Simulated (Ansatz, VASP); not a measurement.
BeZn4O in VASP and in Ansatz

```
Be Zn O
1.0
     4.50029    0.00000    0.00000
    -2.25014    3.89736    0.00000
     0.00000    0.00000    4.69208
Be Zn O
1 4 1
Direct
  0.00000 0.00000 0.50000
  0.33333 0.66667 0.74963
  0.33333 0.66667 0.25037
  0.66667 0.33333 0.25037
  0.66667 0.33333 0.74963
  0.00000 0.00000 0.00000
```

Alike in both runs: functional PBE; k mesh 4 × 4 × 4; occupations gaussian, width 0.2 eV; no spin polarisation.

Ansatz relaxed the structure, and its values are those at the end. VASP's run is a single point on that final structure, the one shown.

```csv
,VASP,Ansatz
version,VASP 6.6.1,Ansatz 0.2.0
potentials or method,"VASP PAW PBE potentials, release 64 (Be, Zn, O), cutoff 600 eV","scalar-relativistic, plane waves, PAW"
valence electrons in the cell,56,56
```

Ansatz gave:

| Quantity | Value |
| --- | --- |
| gap on the k mesh at the Fermi level (eV) | none |
| pressure (GPa) | 0.0 |
| rms of the force components (eV/Å) | 0.004 |

What did VASP give for the same quantities?

gap on the k mesh at the Fermi level (eV): none; pressure (GPa): 0.2; rms of the force components (eV/Å): 0.005.

A gap of «none» marks a metal or a gap that the smearing closes.

The k mesh is coarse, so the values compare programs but aren't converged.
